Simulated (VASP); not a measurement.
# BP4 (P4/mmm) in VASP: a series of runs, part 2 of 4

VASP 6.6.1. The steps go on from the part before.

## Step 3: Single point, PBE

This run uses another cell than the first one, of 21.24 Å³/atom.

The input, INCAR:

```
  PREC = Accurate
  ENCUT = 520
  EDIFF = 1E-6
  ISMEAR = 0
  SIGMA = 0.1
  LREAL = False
  LASPH = True
  NELM = 80
  ALGO = Normal
  ISIF = 2
  LWAVE = False
  LCHARG = False
  GGA = PE
  NBANDS = 20
```

The input, KPOINTS:

```
Automatic mesh
0
Gamma
  4 4 4
```

The input, POSCAR:

```
BP4
1.0
    3.9937963100      0.0000000000      0.0000000000
    0.0000000000      3.9937963100      0.0000000000
    0.0000000000      0.0000000000      6.6592302500
B P
1 4
Direct
    0.5000000000      0.5000000000      0.0000000000
    0.5000000000      0.0000000000      0.0000000000
    0.0000000000      0.5000000000      0.0000000000
    0.0000000000      0.0000000000      0.3202259000
    0.0000000000      0.0000000000      0.6797741000
```

Potentials or basis: VASP PAW PBE potentials, release 64 (B, P).

Started as:

```console
cat potpaw_PBE.64/B/POTCAR potpaw_PBE.64/P/POTCAR > POTCAR
mpirun -np 1 vasp_std > vasp.out
```

OUTCAR:

```text
PREC = Accurate
   ENCUT = 520
   EDIFF = 1E-6
   ISMEAR = 0
   LREAL = False
   LASPH = True
   NELM = 80
   ISIF = 2
   GGA = PE

 ion  position               nearest neighbor table
   1  0.500  0.500  0.000-   2 2.00   3 2.00   2 2.00   3 2.00
   2  0.500  0.000  0.000-   1 2.00   1 2.00   3 2.82   3 2.82   3 2.82   3 2.82   4 2.92   4 2.92
                             5 2.92   5 2.92
   3  0.000  0.500  0.000-   1 2.00   1 2.00   2 2.82   2 2.82   2 2.82   2 2.82   5 2.92   5 2.92
                             4 2.92   4 2.92
   4  0.000  0.000  0.320-   5 2.39   3 2.92   2 2.92   3 2.92   2 2.92
   5  0.000  0.000  0.680-   4 2.39   3 2.92   2 2.92   3 2.92   2 2.92

  LATTYP: Found a simple tetragonal cell.
 ALAT       =     3.9937963100
 C/A-ratio  =     1.6673935607

  Lattice vectors:

 A1 = (   3.9937963100,   0.0000000000,   0.0000000000)
 A2 = (   0.0000000000,   3.9937963100,   0.0000000000)
 A3 = (   0.0000000000,   0.0000000000,   6.6592302500)

Analysis of symmetry for initial positions (statically):
=====================================================================
 Subroutine PRICEL returns:
 Original cell was already a primitive cell.

 Routine SETGRP: Setting up the symmetry group for a
 simple tetragonal supercell.

 Subroutine GETGRP returns: Found 16 space group operations
 (whereof 16 operations were pure point group operations)
 out of a pool of 16 trial point group operations.

The static configuration has the point symmetry D_4h.

Analysis of symmetry for dynamics (positions and initial velocities):
=====================================================================
 Subroutine PRICEL returns:
 Original cell was already a primitive cell.

 Routine SETGRP: Setting up the symmetry group for a
 simple tetragonal supercell.

 Subroutine GETGRP returns: Found 16 space group operations
 (whereof 16 operations were pure point group operations)
 out of a pool of 16 trial point group operations.

The dynamic configuration has the point symmetry D_4h.

[... 119 lines left out ...]
  Fermi-wavevector in a.u.,A,eV,Ry     =   0.983072  1.857737 13.149096  0.966431
  Thomas-Fermi vector in A             =   2.114203
   LORBIT       =      0    0 simple, 1 ext, 2 COOP (PROOUT), +10 PAW based schemes
   GGA     = PE    functional components
   LHFCALC =     F    Hartree Fock is set to
   AEXX    =    0.0000 exact exchange contribution
   IVDW    =     0    specifies the selected vdW correction
   LEPSILON=     F    determine dielectric tensor
   LRPA    =     F    only Hartree local field effects (RPA)
 non-spin polarized calculation
 Gauss-broadening in eV      SIGMA  =   0.10
  energy-cutoff  :      520.00
  volume of cell :      106.22
 maximum number of plane-waves:      2905
 NGX is ok and might be reduce to    30
   NGX = 15   NGY = 15   NGZ = 25

 number of electron      22.9999992 magnetization

 Free energy of the ion-electron system (eV)
  ---------------------------------------------------
  ext. energy  EPLUGINS =         0.00000000
  ---------------------------------------------------
  free energy    TOTEN  =       -22.60980298 eV

  energy without entropy =      -22.59944786  energy(sigma->0) =      -22.60462542

 E-fermi :   3.6546     XC(G=0):  -8.8855

 val. band max:        3.5147384919   @ k =   0.2500   0.0000   0.5000
 cond. band min:       3.6592640952   @ k =   0.5000   0.0000   0.5000
 fundamental gap:      0.1445256033
 Fermi energy:         3.6545736942

 k-point     1 :       0.0000    0.0000    0.0000
  band No.  band energies     occupation
      1     -10.7714      2.00000
      2      -6.6965      2.00000
      3      -5.4550      2.00000
      4      -3.8937      2.00000
      5      -2.7874      2.00000
      6      -2.7874      2.00000
[... 403 lines left out ...]
     19       9.2578      0.00000
     20       9.7425      0.00000

------------------------ aborting loop because EDIFF is reached ----------------------------------------

  FORCE on cell =-STRESS in cart. coord.  units (eV):
  Direction    XX          YY          ZZ          XY          YZ          ZX
  --------------------------------------------------------------------------------------
  -------------------------------------------------------------------------------------
  Total       -1.0102970     -1.0102970    -12.5231430      0.0000000     -0.0000000      0.0000000
  in kB      -15.2392565    -15.2392565   -188.8983088      0.0000000     -0.0000000      0.0000000
  external PRESSURE =     -73.1256073 kB  Pullay stress =       0.0000000 kB

 VOLUME and BASIS-vectors are now :
 -----------------------------------------------------------------------------
  energy-cutoff  :      520.00
  volume of cell :      106.22
      direct lattice vectors                 reciprocal lattice vectors
     3.993796310  0.000000000  0.000000000     0.250388333  0.000000000  0.000000000
     0.000000000  3.993796310  0.000000000     0.000000000  0.250388333  0.000000000
     0.000000000  0.000000000  6.659230250     0.000000000  0.000000000  0.150167506

 POSITION                                       TOTAL-FORCE (eV/Angst)
 -----------------------------------------------------------------------------------
      1.99690      1.99690      0.00000         0.000000      0.000000      0.000000
      1.99690      0.00000      0.00000         0.000000      0.000000      0.000000
      0.00000      1.99690      0.00000         0.000000      0.000000      0.000000
      0.00000      0.00000      2.13246         0.000000     -0.000000      0.500995
      0.00000      0.00000      4.52677         0.000000      0.000000     -0.500995
 -----------------------------------------------------------------------------------
    total drift:                                0.000000      0.000000      0.000000

  FREE ENERGIE OF THE ION-ELECTRON SYSTEM (eV)
  ---------------------------------------------------
  free  energy   TOTEN  =       -22.6098029777 eV

  energy  without entropy=      -22.5994478575  energy(sigma->0) =      -22.60462542
```

stdout:

```text
POSCAR found type information on POSCAR B P
 POSCAR found :  2 types and       5 ions
 scaLAPACK will be used
 LDA part: xc-table for (Slater+PW92), standard interpolation
 POSCAR, INCAR and KPOINTS ok, starting setup
 FFT: planning ... GRIDC
 FFT: planning ... GRID_SOFT
 FFT: planning ... GRID
 WAVECAR not read
 entering main loop
```

It took 20 s on 1 thread of Intel Xeon 6975P-C (Granite Rapids), shared host; peak memory 0.2 GiB.

Results:

- Free energy: -22.6098 eV
- Pressure: -7.3 GPa
- Largest force: 0.501 eV/Å
- Band gap on the k mesh: zero (an odd number of electrons rules out a gap without spin polarisation)

Forces on the atoms (eV/Å):
```
B    0.000  0.000  0.000
P    0.000  0.000  0.000
P    0.000  0.000  0.000
P    0.000  0.000  0.501
P    0.000  0.000 -0.501
```

Levels at points of the mesh, in eV from the Fermi level:
| k point | band 9 | band 10 | band 11 | band 12 | band 13 | band 14 |
| --- | --- | --- | --- | --- | --- | --- |
| (0.00, 0.00, 0.00) | -0.80 | -0.80 | 0.30 | 0.51 | 0.51 | 0.51 |
| (0.50, 0.00, 0.00) | -2.59 | -2.04 | -0.68 | 0.75 | 0.78 | 0.88 |
| (0.50, 0.50, 0.00) | -1.85 | -1.85 | -0.80 | 0.50 | 2.72 | 3.07 |
| (0.00, 0.00, 0.50) | -0.87 | -0.87 | -0.19 | 0.06 | 0.06 | 0.23 |
| (0.50, 0.00, 0.50) | -2.42 | -1.11 | -0.56 | -0.28 | 0.00 | 1.12 |
| (0.50, 0.50, 0.50) | -2.77 | -0.87 | 0.02 | 0.02 | 0.89 | 0.89 |

Caveat: the k points lie up to 0.39 Å⁻¹ apart, too coarse for converged energies and pressures of a metal.

(Continued in part 3 of 4.)
